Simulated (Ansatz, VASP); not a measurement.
**Two plane-wave programs on Fe3Co**

File INCAR:

```
ALGO = Fast
EDIFF = 1E-6
ENCUT = 520
GGA = PS
ISIF = 2
ISMEAR = 0
LASPH = True
LCHARG = False
LREAL = False
LWAVE = False
NBANDS = 24
NELM = 80
PREC = Accurate
SIGMA = 0.1
```

File KPOINTS:

```
k-points
0
Gamma
  10 10 14
```

The input POSCAR:

```
Fe3Co
1.0
    3.9692000837      0.0000000000      0.0000000000
    0.0000000000      3.9692000837      0.0000000000
    0.0000000000      0.0000000000      2.7894882532
Fe Co
3 1
Direct
    0.5000000000      0.5000000000      0.0000000000
    0.5000000000      0.0000000000      0.5000000000
    0.0000000000      0.5000000000      0.5000000000
    0.0000000000      0.0000000000      0.0000000000
```

Input for Ansatz:

```yaml
crystal:
  lattice:
    - [3.9692000837, 0.0, 0.0]
    - [0.0, 3.9692000837, 0.0]
    - [0.0, 0.0, 2.7894882532]
  atoms:
    - { symbol: Fe, position: [0.5, 0.5, 0.0] }
    - { symbol: Fe, position: [0.5, 0.0, 0.5] }
    - { symbol: Fe, position: [0.0, 0.5, 0.5] }
    - { symbol: Co, position: [0.0, 0.0, 0.0] }
basis:
  ecutwfc: 420
kpoints:
  mp_grid: { grid: [10, 10, 14] }
hamiltonian:
  xc: pbesol
scf:
  occupations: { method: gaussian, width: 0.1 }
  lower_state_search: "off"
output:
  forces: true
  stress: true
  eigenvalues: true
```

Alike in both runs: task single point; functional PBEsol; k mesh 10 × 10 × 14; occupations gaussian, width 0.1 eV; no spin polarisation.

|  | VASP | Ansatz |
| --- | --- | --- |
| version | VASP 6.6.1 | Ansatz 0.2.0 |
| potentials or method | VASP PAW PBE potentials, release 64 (Fe, Co), cutoff 520 eV | scalar-relativistic, plane waves, PAW |
| valence electrons in the cell | 33 | 65 |

|  | VASP | Ansatz | Ansatz less VASP |
| --- | --- | --- | --- |
| gap on the k mesh at the Fermi level (eV) | none | none | - |
| pressure (GPa) | -20.6 | -20.4 | +0.19 |
| traceless stress, the component that is largest in VASP (GPa) | -0.09 | -0.09 | +0.002 |

VASP's potentials were made for PBE, not for PBEsol. A gap of «none» marks a metal or a gap that the smearing closes. VASP's potentials hold 33 valence electrons a cell and Ansatz's 65, so a difference there can come from the potentials and not from the codes.
